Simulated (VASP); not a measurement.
## TaN: single point with PBE

Crystal: TaN.

```
Ta N
1.0
     3.06552    0.00000    0.00000
    -1.53276    2.65482    0.00000
     0.00000    0.00000    5.93531
Ta N
2 2
Cartesian
  0.0000 1.7699 0.1810
  1.5328 0.8849 3.1486
  0.0000 1.7699 2.1041
  1.5328 0.8849 5.0718
```

This cell differs from its parent crystal: volume 12.076 Å^3 an atom, c/a of the conventional cell 1.9361.

```
Program                : VASP 6.6.1
Task                   : single point
Functional             : PBE
Potentials or basis    : VASP PAW PBE potentials, release 64 (Ta_pv, N)
Cutoff                 : 520 eV
k mesh                 : 18 × 18 × 8
Occupations            : gaussian, width 0.15 eV
Spin                   : no spin polarisation
Dipole correction      : no
Further INCAR settings : ALGO = Normal; EDIFF = 1e-06; NBANDS = 24
```

- Pressure: 26.4 GPa
- Largest force: 0.150 eV/Å
- Band gap on the k mesh: zero (band 16 reaches 7.56 eV, above the bottom of band 17 at 7.12 eV)

Forces on the atoms (eV/Å):
```
Ta   0.000  0.000 -0.150
Ta   0.000  0.000 -0.150
N    0.000  0.000  0.150
N    0.000  0.000  0.150
```

Stress tensor (GPa, compression positive):
```
23.14  0.00  0.00
 0.00 23.14  0.00
 0.00  0.00 33.05
```

Levels at points of the mesh, in eV from the Fermi level:
| k point | band 13 | band 14 | band 15 | band 16 | band 17 | band 18 | band 19 | band 20 |
| --- | --- | --- | --- | --- | --- | --- | --- | --- |
| (0.00, 0.00, 0.00) | -4.85 | -4.85 | -0.77 | -0.73 | 0.10 | 0.10 | 2.40 | 2.40 |
| (0.50, 0.00, 0.00) | -4.93 | -3.90 | -2.57 | -0.45 | 1.30 | 2.36 | 2.91 | 3.77 |
| (0.00, 0.00, 0.50) | -5.39 | -5.39 | 0.28 | 0.28 | 1.04 | 1.04 | 1.04 | 1.04 |
| (0.50, 0.00, 0.50) | -5.13 | -5.13 | -0.98 | -0.98 | 1.64 | 1.64 | 3.65 | 3.65 |

Run time: 65 s on 1 thread of Intel(R) Xeon(R) 6975P-C (Granite Rapids) (shared host), peak memory 0.31 GiB.

Caveat: spin-orbit coupling is left out, which moves the levels of the heavy elements.
